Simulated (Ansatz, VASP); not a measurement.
**Si3C4 in VASP and in Ansatz**

```
Si C
1.0
     4.42094    0.00000    0.00000
     0.00000    4.42094    0.00000
     0.00000    0.00000    4.42094
Si C
3 4
Direct
  0.00000 0.00000 0.50000
  0.50000 0.00000 0.00000
  0.00000 0.50000 0.00000
  0.77350 0.77350 0.77350
  0.22650 0.22650 0.77350
  0.22650 0.77350 0.22650
  0.77350 0.22650 0.22650
```

Change from the starting cell: species swapped into the Ge3As4 type (P-43m, No. 215).

Alike in both runs: functional PBE; k mesh 4 × 4 × 4; occupations gaussian, width 0.1 eV; no spin polarisation.

Ansatz relaxed the structure, and its values are those at the end. VASP's run is a single point on that final structure, the one shown.

|  | VASP | Ansatz |
| --- | --- | --- |
| version | VASP 6.6.1 | Ansatz 0.2.0 |
| potentials or method | VASP PAW PBE potentials, release 64 (Si, C), cutoff 520 eV | scalar-relativistic, plane waves, PAW |
| valence electrons in the cell | 28 | 28 |

```tsv
	VASP	Ansatz	Ansatz less VASP
gap on the k mesh at the Fermi level (eV)	none	none	-
pressure (GPa)	-0.3	-0.2	+0.09
```

A gap of «none» marks a metal or a gap that the smearing closes.
